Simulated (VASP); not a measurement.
# CdS (Hawleyite) in VASP: notebook

CdS (Hawleyite) is run at these levels: PBE; tasks: single point.

Program: VASP 6.6.1. These are calculated values, not measurements. Logs are shortened: lines on timing, memory, paths and dates and some standing lists are left out, and cuts for length are marked.

## Step 1: The cell of the first run

Symmetry: F-43m, No. 216, cubic system. The conventional cell has a = 5.833 Å, b = 5.833 Å, c = 5.833 Å, α = 90.00°, β = 90.00°, γ = 90.00°. Cd (site symmetry -43m) has 4 S at 2.53 Å within 3.3 Å. S (site symmetry -43m) has 4 Cd at 2.53 Å within 3.3 Å.

## Step 2: Single point, PBE

INCAR

```
  PREC = Accurate
  ENCUT = 500
  EDIFF = 1E-6
  ISMEAR = -1
  SIGMA = 0.05
  LREAL = False
  LASPH = True
  NELM = 120
  ALGO = Normal
  ISIF = 2
  LWAVE = False
  LCHARG = True
  GGA = PE
  LELF = True
  LVHAR = True
  NBANDS = 16
  GGA_COMPAT = False
```

KPOINTS

```
Automatic mesh
0
Gamma
  6 6 6
```

POSCAR

```
CdS
1.0
    0.0000000000      2.9165000000      2.9165000000
    2.9165000000      0.0000000000      2.9165000000
    2.9165000000      2.9165000000      0.0000000000
Cd S
1 1
Direct
    0.0000000000      0.0000000000      0.0000000000
    0.2500000000      0.2500000000      0.2500000000
```

Potentials or basis: VASP PAW PBE potentials, release 64 (Cd, S).

Launch:

```sh
$ cat potpaw_PBE.64/Cd/POTCAR potpaw_PBE.64/S/POTCAR > POTCAR
$ mpirun -np 1 vasp_std > vasp.out
```

OUTCAR:

```text
PREC = Accurate
   ENCUT = 500
   EDIFF = 1E-6
   ISMEAR = -1
   LREAL = False
   LASPH = True
   NELM = 120
   ISIF = 2
   GGA = PE

 ion  position               nearest neighbor table
   1  0.000  0.000  0.000-   2 2.53   2 2.53   2 2.53   2 2.53
   2  0.250  0.250  0.250-   1 2.53   1 2.53   1 2.53   1 2.53

  LATTYP: Found a face centered cubic cell.
 ALAT       =     5.8330000000

  Lattice vectors:

 A1 = (   0.0000000000,   2.9165000000,   2.9165000000)
 A2 = (   2.9165000000,   0.0000000000,   2.9165000000)
 A3 = (   2.9165000000,   2.9165000000,   0.0000000000)

Analysis of symmetry for initial positions (statically):
=====================================================================
 Subroutine PRICEL returns:
 Original cell was already a primitive cell.

 Routine SETGRP: Setting up the symmetry group for a
 face centered cubic supercell.

 Subroutine GETGRP returns: Found 24 space group operations
 (whereof 24 operations were pure point group operations)
 out of a pool of 48 trial point group operations.

The static configuration has the point symmetry T_d .

Analysis of symmetry for dynamics (positions and initial velocities):
=====================================================================
 Subroutine PRICEL returns:
 Original cell was already a primitive cell.

 Routine SETGRP: Setting up the symmetry group for a
 face centered cubic supercell.

 Subroutine GETGRP returns: Found 24 space group operations
 (whereof 24 operations were pure point group operations)
 out of a pool of 48 trial point group operations.

The dynamic configuration has the point symmetry T_d .

 Subroutine INISYM returns: Found 24 space group operations
 (whereof 24 operations are pure point group operations),
 and found     1 'primitive' translations

----------------------------------------------------------------------------------------

                                     Primitive cell

  volume of cell :      49.6153

  direct lattice vectors                    reciprocal lattice vectors
     0.000000000  2.916500000  2.916500000    -0.171438368  0.171438368  0.171438368
     2.916500000  0.000000000  2.916500000     0.171438368 -0.171438368  0.171438368
     2.916500000  2.916500000  0.000000000     0.171438368  0.171438368 -0.171438368

  length of vectors
     4.124553855  4.124553855  4.124553855     0.296939964  0.296939964  0.296939964

  position of ions in fractional coordinates (direct lattice)
     0.000000000  0.000000000  0.000000000
     0.250000000  0.250000000  0.250000000

  ion indices of the primitive-cell ions
   primitive index   ion index
                 1           1
                 2           2

----------------------------------------------------------------------------------------

 KPOINTS: Automatic mesh

Automatic generation of k-mesh.
 Grid dimensions read from file:
 generate k-points for:    6    6    6

 Generating k-lattice:

  Cartesian coordinates                     Fractional coordinates (reciprocal lattice)
    -0.028573061  0.028573061  0.028573061     0.166666667  0.000000000  0.000000000
     0.028573061 -0.028573061  0.028573061     0.000000000  0.166666667  0.000000000
     0.028573061  0.028573061 -0.028573061     0.000000000  0.000000000  0.166666667

  Length of vectors
     0.049489994  0.049489994  0.049489994

  Shift w.r.t. Gamma in fractional coordinates (k-lattice)
     0.000000000  0.000000000  0.000000000

 Subroutine IBZKPT returns following result:
 ===========================================

 Found     16 irreducible k-points:

 Following reciprocal coordinates:
            Coordinates               Weight
  0.000000  0.000000  0.000000      1.000000
  0.166667  0.000000  0.000000      8.000000
  0.333333  0.000000  0.000000      8.000000
  0.500000  0.000000  0.000000      4.000000
  0.166667  0.166667  0.000000      6.000000
  0.333333  0.166667  0.000000     24.000000
[... 8 lines left out ...]
 -0.333333  0.333333  0.166667     24.000000
 -0.333333  0.500000  0.166667     12.000000
   k-points           NKPTS =     16   k-points in BZ     NKDIM =     16   number of bands    NBANDS=     16
   number of dos      NEDOS =    301   number of ions     NIONS =      2
   total plane-waves  NPLWV =  27000
   dimension x,y,z NGX =    30 NGY =   30 NGZ =   30
   dimension x,y,z NGXF=    60 NGYF=   60 NGZF=   60
   ions per type =               1   1
   NGX,Y,Z   is equivalent  to a cutoff of  12.09, 12.09, 12.09 a.u.
   NGXF,Y,Z  is equivalent  to a cutoff of  24.18, 24.18, 24.18 a.u.
 SYSTEM =  unknown system
   PREC   = accura    normal or accurate (medium, high low for compatibility)
   ISTART =      0    job   : 0-new  1-cont  2-samecut
   ICHARG =      2    charge: 1-file 2-atom 10-const
   ISPIN  =      1    spin polarized calculation?
   LNONCOLLINEAR =      F non collinear calculations
   LSORBIT =      F    spin-orbit coupling
   LASPH  =      T    aspherical Exc in radial PAW
[... 121 lines left out ...]
      4      -6.1060      2.00000
      5      -5.9099      2.00000
      6      -5.8924      2.00000
[... 8 lines left out ...]
     15      13.1856      0.00000
     16      14.3167      0.00000

 k-point     7 :       0.5000    0.1667    0.0000
  band No.  band energies     occupation
      1     -10.5957      2.00000
      2      -6.2707      2.00000
      3      -6.2349      2.00000
      4      -5.9648      2.00000
      5      -5.8899      2.00000
      6      -5.5365      2.00000
[... 8 lines left out ...]
     15      13.9206      0.00000
     16      14.2111      0.00000

 k-point     8 :      -0.3333    0.1667    0.0000
  band No.  band energies     occupation
      1     -10.6303      2.00000
      2      -6.2712      2.00000
      3      -6.2606      2.00000
      4      -5.9384      2.00000
      5      -5.9317      2.00000
      6      -5.6570      2.00000
[... 8 lines left out ...]
     15      13.4414      0.00000
     16      14.2401      0.00000

 k-point     9 :      -0.1667    0.1667    0.0000
  band No.  band energies     occupation
      1     -10.8054      2.00000
      2      -6.3311      2.00000
      3      -6.3087      2.00000
      4      -6.1482      2.00000
      5      -5.9534      2.00000
      6      -5.8975      2.00000
[... 8 lines left out ...]
     15      12.6709      0.00000
     16      14.7116      0.00000

 k-point    10 :       0.3333    0.3333    0.0000
  band No.  band energies     occupation
      1     -10.6320      2.00000
      2      -6.1889      2.00000
      3      -6.1638      2.00000
      4      -6.1638      2.00000
      5      -5.8686      2.00000
      6      -5.8253      2.00000
[... 8 lines left out ...]
     15      13.4047      0.00000
     16      16.7829      0.00000

 k-point    11 :       0.5000    0.3333    0.0000
  band No.  band energies     occupation
      1     -10.5301      2.00000
      2      -6.2062      2.00000
      3      -6.1182      2.00000
      4      -6.0678      2.00000
      5      -5.8679      2.00000
      6      -5.5052      2.00000
[... 8 lines left out ...]
     15      14.0257      0.00000
     16      15.0004      0.00000

 k-point    12 :      -0.3333    0.3333    0.0000
  band No.  band energies     occupation
      1     -10.5303      2.00000
      2      -6.2327      2.00000
      3      -6.1597      2.00000
      4      -5.9844      2.00000
      5      -5.9114      2.00000
      6      -5.3795      2.00000
[... 8 lines left out ...]
     15      12.6980      0.00000
     16      16.0092      0.00000

 k-point    13 :       0.5000    0.5000    0.0000
  band No.  band energies     occupation
      1     -10.4962      2.00000
      2      -6.2001      2.00000
      3      -6.0644      2.00000
      4      -6.0644      2.00000
      5      -5.8466      2.00000
      6      -5.4890      2.00000
[... 8 lines left out ...]
     15      13.6814      0.00000
     16      14.8144      0.00000

 k-point    14 :       0.5000    0.3333    0.1667
  band No.  band energies     occupation
      1     -10.5975      2.00000
      2      -6.2245      2.00000
      3      -6.2165      2.00000
      4      -6.0306      2.00000
      5      -5.8942      2.00000
      6      -5.6429      2.00000
[... 8 lines left out ...]
     15      14.3325      0.00000
     16      14.5525      0.00000

 k-point    15 :      -0.3333    0.3333    0.1667
  band No.  band energies     occupation
      1     -10.5303      2.00000
      2      -6.2206      2.00000
      3      -6.1776      2.00000
      4      -5.9747      2.00000
      5      -5.9155      2.00000
      6      -5.3773      2.00000
[... 8 lines left out ...]
     15      13.8052      0.00000
     16      14.6422      0.00000

 k-point    16 :      -0.3333    0.5000    0.1667
  band No.  band energies     occupation
      1     -10.4975      2.00000
      2      -6.1852      2.00000
      3      -6.1407      2.00000
      4      -6.0117      2.00000
      5      -5.8918      2.00000
      6      -5.3468      2.00000
[... 8 lines left out ...]
     15      14.5185      0.00000
     16      14.6368      0.00000

------------------------ aborting loop because EDIFF is reached ----------------------------------------

  FORCE on cell =-STRESS in cart. coord.  units (eV):
  Direction    XX          YY          ZZ          XY          YZ          ZX
  --------------------------------------------------------------------------------------
  -------------------------------------------------------------------------------------
  Total        0.9929770      0.9929770      0.9929770      0.0000000      0.0000000     -0.0000000
  in kB       32.0651921     32.0651921     32.0651921      0.0000000      0.0000000     -0.0000000
  external PRESSURE =      32.0651921 kB  Pullay stress =       0.0000000 kB

 VOLUME and BASIS-vectors are now :
 -----------------------------------------------------------------------------
  energy-cutoff  :      500.00
  volume of cell :       49.62
      direct lattice vectors                 reciprocal lattice vectors
     0.000000000  2.916500000  2.916500000    -0.171438368  0.171438368  0.171438368
     2.916500000  0.000000000  2.916500000     0.171438368 -0.171438368  0.171438368
     2.916500000  2.916500000  0.000000000     0.171438368  0.171438368 -0.171438368

 POSITION                                       TOTAL-FORCE (eV/Angst)
 -----------------------------------------------------------------------------------
      0.00000      0.00000      0.00000         0.000000      0.000000      0.000000
      1.45825      1.45825      1.45825        -0.000000     -0.000000     -0.000000
 -----------------------------------------------------------------------------------
    total drift:                               -0.000000     -0.000000     -0.000000

  FREE ENERGIE OF THE ION-ELECTRON SYSTEM (eV)
  ---------------------------------------------------
  free  energy   TOTEN  =        -6.1189873461 eV

  energy  without entropy=       -6.1189871277  energy(sigma->0) =       -6.11898724
```

Run time: 7.2 s. Hardware: 1 thread of Intel Xeon 6975P-C (Granite Rapids), shared host; peak memory 0.16 GiB.

Results:

| Item | Value |
| --- | --- |
| Free energy | -6.1190 eV |
| Pressure | 3.2 GPa |
| Band gap on the k mesh | 1.15 eV, direct |

Levels at points of the mesh, in eV from the valence-band top:
```
           k point  band 7  band 8  band 9  band 10  band 11  band 12
(0.00, 0.00, 0.00)    0.00    0.00    0.00     1.15     6.55     6.55
(0.50, 0.00, 0.00)   -4.40   -0.75   -0.75     3.01     7.01     7.01
(0.50, 0.50, 0.00)   -3.95   -1.88   -1.88     3.55     4.35     9.23
```

## Step 3: Single point, PBE

This run uses another cell than the first one, of 23.83 Å³/atom, 0.960 times its volume.

INCAR

```
SYSTEM = CdS
PREC = Accurate ; ENCUT = 500
EDIFF = 1E-6 ; ISMEAR = -1
SIGMA = 0.05 ; LREAL = .False.
LASPH = .True. ; NELM = 120
ALGO = Normal ; ISIF = 2
LWAVE = .False. ; LCHARG = .True.
GGA = PE ; LELF = .True.
LVHAR = .True. ; NBANDS = 16
GGA_COMPAT = .False.
```

KPOINTS

```
regular mesh
0
Gamma
  6 6 6
  0 0 0
```

POSCAR

```
CdS
1.0
    0.0000000000      2.8581700000      2.9165000000
    2.8581700000      0.0000000000      2.9165000000
    2.8581700000      2.8581700000      0.0000000000
Cd S
1 1
Direct
    0.0000000000      0.0000000000      0.0000000000
    0.2500000000      0.2500000000      0.2500000000
```

Potentials or basis: VASP PAW PBE potentials, release 64 (Cd, S).

Launch:

```sh
$ cat potpaw_PBE.64/Cd/POTCAR potpaw_PBE.64/S/POTCAR > POTCAR
$ mpirun -np 1 vasp_std > vasp.out
```

It took 12 s on 1 thread of Intel Xeon 6975P-C (Granite Rapids), shared host; peak memory 0.17 GiB.

The run converged. Its results:

```
Free energy            : -6.0610 eV
Pressure               : 6.2 GPa
Band gap on the k mesh : 1.21 eV, direct
```

Stress tensor (GPa, compression positive):
```
6.28 0.00 0.00
0.00 6.28 0.00
0.00 0.00 6.00
```

Levels at points of the mesh, in eV from the valence-band top:
```csv
k point,band 6,band 7,band 8,band 9,band 10,band 11,band 12,band 13
"(0.00, 0.00, 0.00)",-7.37,-0.06,0.00,0.00,1.21,6.51,6.52,6.52
"(0.50, 0.00, 0.00)",-6.96,-4.68,-0.88,-0.79,3.05,6.91,7.07,7.58
"(0.50, 0.50, 0.00)",-6.92,-4.24,-1.99,-1.99,3.51,4.49,9.25,11.04
"(0.50, 0.00, 0.50)",-6.87,-4.11,-2.09,-2.05,3.43,4.31,9.46,10.86
```

## Step 4: Single point, PBE

This run uses another cell than the first one, of 24.15 Å³/atom, 0.974 times its volume.

INCAR

```
PREC     = Accurate       # precision mode
ENCUT    = 500            # plane-wave cutoff, eV
EDIFF    = 1E-6           # SCF threshold, eV
ISMEAR   = -1             # smearing method
SIGMA    = 0.05           # smearing width, eV
LREAL    = False          # projectors in reciprocal space
LASPH    = True           # aspherical terms in the spheres
NELM     = 120            # most SCF steps
ALGO     = Normal         # electronic algorithm
ISIF     = 2              # what is computed and relaxed
LWAVE    = False          # write WAVECAR
LCHARG   = True           # write CHGCAR
GGA      = PE             # functional
LELF     = True           # ELF
LVHAR    = True         
NBANDS   = 16             # bands
GGA_COMPAT= False
```

KPOINTS

```
regular mesh
0
Gamma
  6 6 6
```

POSCAR

```
CdS
1.0
    0.0000000000      2.8776133333      2.9165000000
    2.8776133333      0.0000000000      2.9165000000
    2.8776133333      2.8776133333      0.0000000000
Cd S
1 1
Direct
    0.0000000000      0.0000000000      0.0000000000
    0.2500000000      0.2500000000      0.2500000000
```

Launch:

```sh
$ cat potpaw_PBE.64/Cd/POTCAR potpaw_PBE.64/S/POTCAR > POTCAR
$ mpirun -np 1 vasp_std > vasp.out
```

It took 13 s on 1 thread of Intel Xeon 6975P-C (Granite Rapids), shared host; peak memory 0.17 GiB.

Results (log left out):

| Property | Result |
| --- | --- |
| Free energy | -6.0844 eV |
| Pressure | 5.1 GPa |
| Band gap on the k mesh | 1.19 eV, direct |

Stress tensor (GPa, compression positive):
```
5.20 0.00 0.00
0.00 5.20 0.00
0.00 0.00 5.00
```

Levels at points of the mesh, in eV from the valence-band top:
```csv
k point,band 5,band 6,band 7,band 8,band 9,band 10,band 11,band 12,band 13,band 14
"(0.00, 0.00, 0.00)",-7.33,-7.33,-0.04,0.00,0.00,1.19,6.52,6.53,6.53,11.40
"(0.50, 0.00, 0.00)",-7.29,-6.92,-4.58,-0.83,-0.78,3.04,6.94,7.05,7.55,11.16
"(0.50, 0.50, 0.00)",-7.24,-6.88,-4.14,-1.95,-1.95,3.53,4.44,9.24,10.95,10.95
"(0.50, 0.00, 0.50)",-7.23,-6.85,-4.06,-2.02,-1.99,3.47,4.33,9.38,10.84,10.99
```

## Step 5: Single point, PBE

This run uses another cell than the first one, of 24.48 Å³/atom, 0.987 times its volume.

INCAR

```
PREC = Accurate
ENCUT = 500
EDIFF = 1E-6
ISMEAR = -1
SIGMA = 0.05
LREAL = False
LASPH = True
NELM = 120
ALGO = Normal
ISIF = 2
LWAVE = False
LCHARG = False
GGA = PE
NBANDS = 16
GGA_COMPAT = False
```

KPOINTS is that of step 4.

POSCAR

```
CdS
1.0
    0.0000000000      2.8970566667      2.9165000000
    2.8970566667      0.0000000000      2.9165000000
    2.8970566667      2.8970566667      0.0000000000
Cd S
1 1
Direct
    0.0000000000      0.0000000000      0.0000000000
    0.2500000000      0.2500000000      0.2500000000
```

Launch:

```sh
$ cat potpaw_PBE.64/Cd/POTCAR potpaw_PBE.64/S/POTCAR > POTCAR
$ mpirun -np 1 vasp_std > vasp.out
```

It took 14 s on 1 thread of Intel Xeon 6975P-C (Granite Rapids), shared host; peak memory 0.17 GiB.

It converged, with:

```
Free energy            : -6.1037 eV
Pressure               : 4.1 GPa
Band gap on the k mesh : 1.17 eV, direct
```

Stress tensor (GPa, compression positive):
```
4.17 0.00 0.00
0.00 4.17 0.00
0.00 0.00 4.07
```

Levels at points of the mesh, in eV from the valence-band top:
```csv
k point,band 6,band 7,band 8,band 9,band 10,band 11,band 12,band 13
"(0.00, 0.00, 0.00)",-7.29,-0.02,0.00,0.00,1.17,6.53,6.54,6.54
"(0.50, 0.00, 0.00)",-6.90,-4.49,-0.79,-0.76,3.03,6.98,7.03,7.51
"(0.50, 0.50, 0.00)",-6.84,-4.05,-1.92,-1.92,3.54,4.40,9.24,10.87
"(0.50, 0.00, 0.50)",-6.83,-4.01,-1.95,-1.94,3.51,4.34,9.31,10.81
```

## Step 6: Overview

```tsv
cell	gap on the mesh (eV)	pressure (GPa)
a = 4.125 Å, angles 60.0°, 2 atoms	1.15	3.2
a = 4.084, b = 4.084, c = 4.042 Å, angles 60.3, 60.3, 59.3°, 2 atoms	1.21	6.2
a = 4.097, b = 4.097, c = 4.070 Å, angles 60.2, 60.2, 59.6°, 2 atoms	1.19	5.1
a = 4.111, b = 4.111, c = 4.097 Å, angles 60.1, 60.1, 59.8°, 2 atoms	1.17	4.1
```

Alike in all rows: task single point; level PBE; potentials or basis VASP PAW PBE potentials, release 64 (Cd, S); no spin polarisation; k mesh 6 × 6 × 6; cutoff (eV) 500; smearing fermi-dirac 0.05 eV.

Total energies depend on the potentials used, so only differences within one code and one set of settings carry meaning.
